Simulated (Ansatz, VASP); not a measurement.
**One calculation of Ca3MgN2, two programs**

```xyz
6
Lattice="3.3910 1.9578 2.9740 -3.3910 1.9578 2.9740 0.0000 -3.9155 2.9740" Properties=species:S:1:pos:R:3 pbc="T T T"
Ca   -1.7532    0.0000    4.4610
Ca    0.8766   -1.5183    4.4610
Ca    0.8766    1.5183    4.4610
Mg    0.0000    0.0000    0.0000
N     0.0000    0.0000    2.7575
N     0.0000    0.0000    6.1645
```

Alike in both runs: functional PBE; k mesh 6 × 6 × 6; occupations gaussian, width 0.1 eV; no spin polarisation.

Ansatz relaxed the structure, and its values are those at the end. VASP's run is a single point on that final structure, the one shown.

```csv
,VASP,Ansatz
version,VASP 6.6.1,Ansatz 0.2.0
potentials or method,"VASP PAW PBE potentials, release 64 (Ca_sv, Mg, N), cutoff 520 eV","scalar-relativistic, plane waves, PAW"
valence electrons in the cell,42,50
```

VASP gave:

| Quantity | Value |
| --- | --- |
| gap on the k mesh at the Fermi level (eV) | 0.06 |
| least direct gap on the mesh (eV) | 0.06 |
| pressure (GPa) | 0.2 |
| rms of the force components (eV/Å) | 0.020 |

Question: Which values does Ansatz return?

Answer: gap on the k mesh at the Fermi level (eV): 0.06; least direct gap on the mesh (eV): 0.06; pressure (GPa): 0.1; rms of the force components (eV/Å): 0.005.

VASP's potentials hold 42 valence electrons a cell and Ansatz's 50, so a difference there can come from the potentials and not from the codes.
